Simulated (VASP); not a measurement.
Si22SnO48 (a cell with a defect), 71 atoms in the cell. The cell holds a defect, 71 atoms: a = 8.389 Å, b = 8.389 Å, c = 8.036 Å, α = 90.00°, β = 90.00°, γ = 90.00°. 

- Program: VASP 6.6.1
- Task: relaxation of the atoms
- Functional: PBEsol
- Potentials or basis: VASP PAW PBE potentials, release 64 (Si, Sn_d, O)
- Cutoff: 520 eV
- k mesh: 1 × 1 × 1, shifted
- Occupations: fermi-dirac, width 0.05 eV
- Spin: collinear spin
- Dipole correction: no
- Further INCAR settings: LREAL = Auto; ALGO = Normal; EDIFF = 1e-07; ISYM = -1; IBRION = 2; EDIFFG = -0.03; NSW = 100

Potentials or basis: VASP PAW PBE potentials, release 64 (Si, Sn_d, O).

Run with:

```sh
$ cat potpaw_PBE.64/Si/POTCAR potpaw_PBE.64/Sn_d/POTCAR potpaw_PBE.64/O/POTCAR > POTCAR
$ mpirun -np 8 vasp_std > vasp.out
```

Hardware: 8 MPI ranks on Intel(R) Xeon(R) Platinum 8488C (Sapphire Rapids) (shared host).

**Question.** Estimate the wall time of this run.

**Answer.** Run time: 53 min on 8 MPI ranks on Intel(R) Xeon(R) Platinum 8488C (Sapphire Rapids), with other jobs on the host, peak memory 0.26 GiB a rank. Counts: scf iterations 339, k points 1, ion steps 22.
